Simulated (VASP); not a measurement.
Crystal: SrAgO3.

```
CELL_PARAMETERS angstrom
4.09511 0.00000 0.00000
0.00000 4.09511 0.00000
0.00000 0.00000 4.09511
ATOMIC_POSITIONS crystal
Sr 0.00000 0.00000 0.00000
Ag 0.50000 0.50000 0.50000
O 0.50000 0.50000 0.00000
O 0.50000 0.00000 0.50000
O 0.00000 0.50000 0.50000
```

| Item | Value |
| --- | --- |
| Program | VASP 6.6.1 |
| Task | relaxation of cell and atoms |
| Functional | LDA |
| Potentials or basis | VASP PAW LDA potentials, release 64 (Sr_sv, Ag, O) |
| Cutoff | 600 eV |
| k mesh | 10 × 10 × 10 |
| Occupations | gaussian, width 0.1 eV |
| Spin | no spin polarisation |

At the start: pressure -10.1 GPa; volume 13.73 Å³/atom.

**Question.** Where does the relaxation end?

**Answer.** Over 3 steps the energy falls by 40.0 meV/atom and the volume is 12.57 Å³/atom (-8.5 %); space group Pm-3m (No. 221, to 0.05 Å).

The path:
```csv
step,energy change (eV),largest force (eV/Å),pressure (GPa),volume (Å³)
1,0.0000,0.0000,-10.14,68.67
2,-0.1565,0.0000,5.93,60.39
3,-0.1999,0.0000,-0.04,62.83
```

Final structure:
```
CELL_PARAMETERS angstrom
3.97548 0.00000 0.00000
0.00000 3.97548 0.00000
0.00000 0.00000 3.97548
ATOMIC_POSITIONS crystal
Sr 0.00000 0.00000 0.00000
Ag 0.50000 0.50000 0.50000
O 0.50000 0.50000 0.00000
O 0.50000 0.00000 0.50000
O 0.00000 0.50000 0.50000
```

Caveat: an odd number of electrons without spin polarisation forces a metal; a magnetic or distorted state may lie lower.
